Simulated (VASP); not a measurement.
# Cr (Pm-3m) in VASP: a series of runs

Runs on Cr. Level: PBEsol. Tasks: single point.

Everything below comes from runs of VASP 6.6.1. Logs are shortened: lines on timing, memory, paths and dates and some standing lists are left out, and cuts for length are marked.

## (1) The cell of the first run

It takes space group Pm-3m (No. 221, cubic). The conventional cell has a = 2.246 Å, b = 2.246 Å, c = 2.246 Å, α = 90.00°, β = 90.00°, γ = 90.00°. Within 3.0 Å of Cr (site symmetry m-3m) lie 6 Cr at 2.25 Å.

## (2) Single point, PBEsol, collinear spin, ferromagnetic start (volume scaled by 0.92)

Input file INCAR:

```
PREC     = Accurate       # precision mode
ENCUT    = 520            # plane-wave cutoff, eV
EDIFF    = 1E-6           # SCF threshold, eV
ISMEAR   = -1             # smearing method
SIGMA    = 0.1            # smearing width, eV
LREAL    = False          # projectors in reciprocal space
LASPH    = True           # aspherical terms in the spheres
NELM     = 150            # most SCF steps
ALGO     = Normal         # electronic algorithm
ISIF     = 2              # what is computed and relaxed
LWAVE    = False          # write WAVECAR
LCHARG   = True           # write CHGCAR
ISPIN    = 2              # spin polarisation
MAGMOM   = 2              # initial moments
LORBIT   = 11             # projections on sites
LMAXMIX  = 4              # l up to which the mixer works
GGA      = PS             # functional
LELF     = True           # ELF
LVHAR    = True         
NBANDS   = 16             # bands
```

Input file KPOINTS:

```
regular mesh
0
Gamma
  16 16 16
```

Input file POSCAR:

```
Cr
1.0
    2.2461670566      0.0000000000      0.0000000000
    0.0000000000      2.2461670566      0.0000000000
    0.0000000000      0.0000000000      2.2461670566
Cr
1
Direct
    0.0000000000      0.0000000000      0.0000000000
```

Potentials or basis: VASP PAW PBE potentials, release 64 (Cr_pv).

Started as:

```sh
$ cat potpaw_PBE.64/Cr_pv/POTCAR > POTCAR
$ mpirun -np 1 vasp_std > vasp.out
```

OUTCAR:

```text
PREC = Accurate
   ENCUT = 520
   EDIFF = 1E-6
   ISMEAR = -1
   LREAL = False
   LASPH = True
   NELM = 150
   ISIF = 2
   ISPIN = 2
   LORBIT = 11
   GGA = PS

 ion  position               nearest neighbor table
   1  0.000  0.000  0.000-

  LATTYP: Found a simple cubic cell.
 ALAT       =     2.2461670566

  Lattice vectors:

 A1 = (   2.2461670566,   0.0000000000,   0.0000000000)
 A2 = (   0.0000000000,   2.2461670566,   0.0000000000)
 A3 = (   0.0000000000,   0.0000000000,   2.2461670566)

Analysis of symmetry for initial positions (statically):
=====================================================================
 Subroutine PRICEL returns:
 Original cell was already a primitive cell.

 Routine SETGRP: Setting up the symmetry group for a
 simple cubic supercell.

 Subroutine GETGRP returns: Found 48 space group operations
 (whereof 48 operations were pure point group operations)
 out of a pool of 48 trial point group operations.

The static configuration has the point symmetry O_h .

Analysis of symmetry for dynamics (positions and initial velocities):
=====================================================================
 Subroutine PRICEL returns:
 Original cell was already a primitive cell.

 Routine SETGRP: Setting up the symmetry group for a
 simple cubic supercell.

 Subroutine GETGRP returns: Found 48 space group operations
 (whereof 48 operations were pure point group operations)
 out of a pool of 48 trial point group operations.

The dynamic configuration has the point symmetry O_h .

Analysis of structural, dynamic, and magnetic symmetry:
=====================================================================
 Subroutine PRICEL returns:
 Original cell was already a primitive cell.

 Routine SETGRP: Setting up the symmetry group for a
 simple cubic supercell.

 Subroutine GETGRP returns: Found 48 space group operations
 (whereof 48 operations were pure point group operations)
 out of a pool of 48 trial point group operations.

The overall configuration has the point symmetry O_h .

 Subroutine INISYM returns: Found 48 space group operations
 (whereof 48 operations are pure point group operations),
 and found     1 'primitive' translations

----------------------------------------------------------------------------------------

                                     Primitive cell

  volume of cell :      11.3325

  direct lattice vectors                    reciprocal lattice vectors
     2.246167057  0.000000000  0.000000000     0.445202861  0.000000000  0.000000000
     0.000000000  2.246167057  0.000000000     0.000000000  0.445202861  0.000000000
     0.000000000  0.000000000  2.246167057     0.000000000  0.000000000  0.445202861

  length of vectors
     2.246167057  2.246167057  2.246167057     0.445202861  0.445202861  0.445202861

  position of ions in fractional coordinates (direct lattice)
     0.000000000  0.000000000  0.000000000

  ion indices of the primitive-cell ions
   primitive index   ion index
                 1           1

----------------------------------------------------------------------------------------

 KPOINTS: regular mesh

Automatic generation of k-mesh.
 Grid dimensions read from file:
 generate k-points for:   16   16   16

 Generating k-lattice:

  Cartesian coordinates                     Fractional coordinates (reciprocal lattice)
     0.027825179  0.000000000  0.000000000     0.062500000  0.000000000  0.000000000
     0.000000000  0.027825179  0.000000000     0.000000000  0.062500000  0.000000000
     0.000000000  0.000000000  0.027825179     0.000000000  0.000000000  0.062500000

  Length of vectors
     0.027825179  0.027825179  0.027825179

  Shift w.r.t. Gamma in fractional coordinates (k-lattice)
     0.000000000  0.000000000  0.000000000

 Subroutine IBZKPT returns following result:
 ===========================================

 Found    165 irreducible k-points:

 Following reciprocal coordinates:
            Coordinates               Weight
  0.000000  0.000000  0.000000      1.000000
  0.062500  0.000000  0.000000      6.000000
  0.125000  0.000000  0.000000      6.000000
  0.187500  0.000000  0.000000      6.000000
  0.250000  0.000000  0.000000      6.000000
  0.312500  0.000000  0.000000      6.000000
[... 16 lines left out ...]
  0.437500  0.125000  0.000000     24.000000
  0.500000  0.125000  0.000000     12.000000
 [... further k-points ...]
   k-points           NKPTS =    165   k-points in BZ     NKDIM =    165   number of bands    NBANDS=     16
   number of dos      NEDOS =    301   number of ions     NIONS =      1
   total plane-waves  NPLWV =   5832
   dimension x,y,z NGX =    18 NGY =   18 NGZ =   18
   dimension x,y,z NGXF=    36 NGYF=   36 NGZF=   36
   ions per type =               1
   NGX,Y,Z   is equivalent  to a cutoff of  13.32, 13.32, 13.32 a.u.
   NGXF,Y,Z  is equivalent  to a cutoff of  26.64, 26.64, 26.64 a.u.
 SYSTEM =  unknown system
   PREC   = accura    normal or accurate (medium, high low for compatibility)
   ISTART =      0    job   : 0-new  1-cont  2-samecut
   ICHARG =      2    charge: 1-file 2-atom 10-const
   ISPIN  =      2    spin polarized calculation?
   LNONCOLLINEAR =      F non collinear calculations
   LSORBIT =      F    spin-orbit coupling
   LASPH  =      T    aspherical Exc in radial PAW
   ENCUT  =  520.0 eV  38.22 Ry    6.18 a.u.   4.18  4.18  4.18*2*pi/ulx,y,z
   NELM   =    150;   NELMIN=  2; NELMDL= -5     # of ELM steps
   EDIFF  = 0.1E-05   stopping-criterion for ELM
   LREAL  =      F    real-space projection
   EDIFFG = 0.1E-04   stopping-criterion for IOM
   NSW    =      0    number of steps for IOM
   IBRION =     -1    ionic relax: 0-MD 1-quasi-New 2-CG
   NFREE  =      0    steps in history (QN), initial steepest desc. (CG)
   ISIF   =      2    stress and relaxation
   ISYM   =      2    0-nonsym 1-usesym 2-fastsym
   POTIM  = 0.5000    time-step for ionic-motion
   TEBEG  =    0.0;   TEEND  =   0.0 temperature during run
   PSTRESS=    0.0 pullay stress
   NELECT =      12.0000    total number of electrons
   NUPDOWN=      -1.0000    fix difference up-down
   EMIN   =  10.00;   EMAX   =-10.00  energy-range for DOS
   EFERMI =   0.00;   METHOD = LEGACY
   ISMEAR =    -1;   SIGMA  =   0.10  broadening in eV -4-tet -1-fermi 0-gaus
   EFERMI_NEDOS =   21; number of points for ismear=-14 and -15
   IALGO  =     38    algorithm
   IMIX   =      4    mixing-type and parameters
     AMIX     =   0.40;   BMIX     =  1.00
     AMIX_MAG =   1.60;   BMIX_MAG =  1.00
  volume/ion in A,a.u.               =      11.33        76.48
  Fermi-wavevector in a.u.,A,eV,Ry     =   1.668629  3.153252 37.883023  2.784324
  Thomas-Fermi vector in A             =   2.754443
   LORBIT       =     11    0 simple, 1 ext, 2 COOP (PROOUT), +10 PAW based schemes
   GGA     = PS    functional components
   LHFCALC =     F    Hartree Fock is set to
   AEXX    =    0.0000 exact exchange contribution
   IVDW    =     0    specifies the selected vdW correction
   LEPSILON=     F    determine dielectric tensor
   LRPA    =     F    only Hartree local field effects (RPA)
 spin polarized calculation
  energy-cutoff  :      520.00
  volume of cell :       11.33
 maximum number of plane-waves:       320
 NGX is ok and might be reduce to    18
   NGX =  9   NGY =  9   NGZ =  9

 number of electron      12.0000003 magnetization      -0.0021731

 number of electron      12.0000003 magnetization       0.0010357

 Free energy of the ion-electron system (eV)
  ---------------------------------------------------
  ext. energy  EPLUGINS =         0.00000000
  ---------------------------------------------------
  free energy    TOTEN  =        -9.14576314 eV

  energy without entropy =       -9.10471311  energy(sigma->0) =       -9.12523813

 E-fermi :  11.1498     XC(G=0): -13.8149

 val. band max:       11.1452867974   @ k =   0.5000   0.3125   0.1875
 cond. band min:      11.1581559095   @ k =   0.5000   0.5000   0.1250
 fundamental gap:      0.0128691121
 Fermi energy:        11.1498138486

 spin component 1

 k-point     1 :       0.0000    0.0000    0.0000
  band No.  band energies     occupation
      1     -31.0273      1.00000
      2     -31.0273      1.00000
      3     -31.0273      1.00000
      4       3.3753      1.00000
      5       7.4714      1.00000
      6       7.4714      1.00000
[... 8 lines left out ...]
     15      37.8210      0.00000
     16      42.2387      0.00000

 k-point     2 :       0.0625    0.0000    0.0000
  band No.  band energies     occupation
      1     -31.0870      1.00000
      2     -31.0222      1.00000
      3     -31.0222      1.00000
      4       3.5145      1.00000
      5       7.5031      1.00000
      6       7.5830      1.00000
[... 8 lines left out ...]
     15      38.5738      0.00000
     16      42.8852      0.00000
[... 387 lines left out ...]
      5       8.7290      1.00000
      6       9.4170      1.00000
[... 8 lines left out ...]
     15      40.7103      0.00000
     16      44.3776      0.00000

 k-point    24 :       0.5000    0.1250    0.0000
  band No.  band energies     occupation
      1     -32.4753      1.00000
      2     -31.1043      1.00000
      3     -30.8740      1.00000
      4       8.2636      1.00000
      5       8.9483      1.00000
      6       9.0577      1.00000
[... 8 lines left out ...]
     15      42.2525      0.00000
     16      42.7607      0.00000

 [... further k-points ...]

 spin component 2

 k-point     1 :       0.0000    0.0000    0.0000
  band No.  band energies     occupation
      1     -31.0262      1.00000
      2     -31.0262      1.00000
      3     -31.0262      1.00000
      4       3.3757      1.00000
      5       7.4720      1.00000
      6       7.4721      1.00000
[... 8 lines left out ...]
     15      37.8213      0.00000
     16      42.2393      0.00000

 k-point     2 :       0.0625    0.0000    0.0000
  band No.  band energies     occupation
      1     -31.0860      1.00000
      2     -31.0211      1.00000
      3     -31.0211      1.00000
      4       3.5150      1.00000
      5       7.5038      1.00000
      6       7.5837      1.00000
[... 8 lines left out ...]
     15      38.5741      0.00000
     16      42.8858      0.00000
[... 387 lines left out ...]
      5       8.7297      1.00000
      6       9.4177      1.00000
[... 8 lines left out ...]
     15      40.7108      0.00000
     16      44.3781      0.00000

 k-point    24 :       0.5000    0.1250    0.0000
  band No.  band energies     occupation
      1     -32.4743      1.00000
      2     -31.1033      1.00000
      3     -30.8729      1.00000
      4       8.2642      1.00000
      5       8.9490      1.00000
      6       9.0584      1.00000
[... 8 lines left out ...]
     15      42.2531      0.00000
     16      42.7613      0.00000

 [... further k-points ...]

------------------------ aborting loop because EDIFF is reached ----------------------------------------

  FORCE on cell =-STRESS in cart. coord.  units (eV):
  Direction    XX          YY          ZZ          XY          YZ          ZX
  --------------------------------------------------------------------------------------
  -------------------------------------------------------------------------------------
  Total        1.4543193      1.4543193      1.4543193      0.0000000      0.0000000     -0.0000000
  in kB      205.6099736    205.6099736    205.6099736      0.0000000      0.0000000     -0.0000000
  external PRESSURE =     205.6099736 kB  Pullay stress =       0.0000000 kB

 VOLUME and BASIS-vectors are now :
 -----------------------------------------------------------------------------
  energy-cutoff  :      520.00
  volume of cell :       11.33
      direct lattice vectors                 reciprocal lattice vectors
     2.246167057  0.000000000  0.000000000     0.445202861  0.000000000  0.000000000
     0.000000000  2.246167057  0.000000000     0.000000000  0.445202861  0.000000000
     0.000000000  0.000000000  2.246167057     0.000000000  0.000000000  0.445202861

 POSITION                                       TOTAL-FORCE (eV/Angst)
 -----------------------------------------------------------------------------------
      0.00000      0.00000      0.00000         0.000000      0.000000      0.000000
 -----------------------------------------------------------------------------------
    total drift:                               -0.000000      0.000000      0.000000

  FREE ENERGIE OF THE ION-ELECTRON SYSTEM (eV)
  ---------------------------------------------------
  free  energy   TOTEN  =        -9.1457631423 eV

  energy  without entropy=       -9.1047131086  energy(sigma->0) =       -9.12523813

 total charge

# of ion       s       p       d       tot
------------------------------------------
    1        0.468   6.360   4.510  11.338

 magnetization (x)

# of ion       s       p       d       tot
------------------------------------------
    1       -0.000   0.000   0.001   0.001
```

It took 19 s on 1 thread of Intel Xeon 6975P-C (Granite Rapids), shared host; peak memory 0.15 GiB.

Results:

| Property | Result |
| --- | --- |
| Free energy | -9.1458 eV |
| Pressure | 20.6 GPa |
| Band gap on the k mesh | zero (filled and empty bands overlap) |
| Net moment | 0.00 μB per cell |
| Valence electrons inside the program's atomic spheres | Cr 11.34 |

Caveat: the starting moments collapsed, and a magnetic state may lie lower; the PAW data sets were made with another functional, which shifts forces and pressure a little.

## (3) Single point, PBEsol, collinear spin, ferromagnetic start (volume scaled by 0.92)

Input file INCAR:

```
SYSTEM = Cr
PREC = Accurate
ENCUT = 520
EDIFF = 1E-7
ISMEAR = -1
SIGMA = 0.1
LREAL = .FALSE.
LASPH = .TRUE.
NELM = 150
ALGO = Normal
ISIF = 2
LWAVE = .FALSE.
LCHARG = .FALSE.
ISPIN = 2
MAGMOM = 2
LORBIT = 11
LMAXMIX = 4
GGA = PS
NBANDS = 16
```

Input file KPOINTS:

```
Automatic mesh
0
G
  16 16 16
  0 0 0
```

POSCAR is that of step 2.

Potentials or basis: VASP PAW PBE potentials, release 64 (Cr_pv).

Started as:

```sh
$ cat potpaw_PBE.64/Cr_pv/POTCAR > POTCAR
$ mpirun -np 1 vasp_std > vasp.out
```

It took 21 s on 1 thread of Intel Xeon 6975P-C (Granite Rapids), shared host; peak memory 0.16 GiB.

It converged, with:

```yaml
Free_energy: -9.1458 eV
Pressure: 20.7 GPa
Band_gap_on_the_k_mesh: zero (filled and empty bands overlap)
Net_moment: 0.00 μB per cell
Valence_electrons_inside_the_program's_atomic_spheres: Cr 11.34
```

Levels at points of the mesh, in eV from the Fermi level:
Spin up:
```csv
k point,band 3,band 4,band 5,band 6,band 7,band 8,band 9,band 10
"(0.00, 0.00, 0.00)",-42.18,-7.77,-3.68,-3.68,2.92,2.92,2.92,7.64
"(0.50, 0.00, 0.00)",-42.04,-3.26,-2.77,-0.62,0.57,0.57,3.13,7.64
"(0.50, 0.50, 0.00)",-41.92,-5.39,-1.82,1.08,1.08,4.48,6.99,6.99
"(0.50, 0.50, 0.50)",-43.22,-3.50,-3.50,-3.50,4.61,4.61,7.64,11.32
```
Spin down:
```csv
k point,band 4,band 5,band 6,band 7,band 8,band 9
"(0.00, 0.00, 0.00)",-7.77,-3.68,-3.68,2.92,2.92,2.92
"(0.50, 0.00, 0.00)",-3.26,-2.77,-0.62,0.57,0.57,3.13
"(0.50, 0.50, 0.00)",-5.39,-1.82,1.08,1.08,4.48,6.99
"(0.50, 0.50, 0.50)",-3.50,-3.50,-3.50,4.61,4.61,7.64
```

Caveat: the starting moments collapsed, and a magnetic state may lie lower; the PAW data sets were made with another functional, which shifts forces and pressure a little.
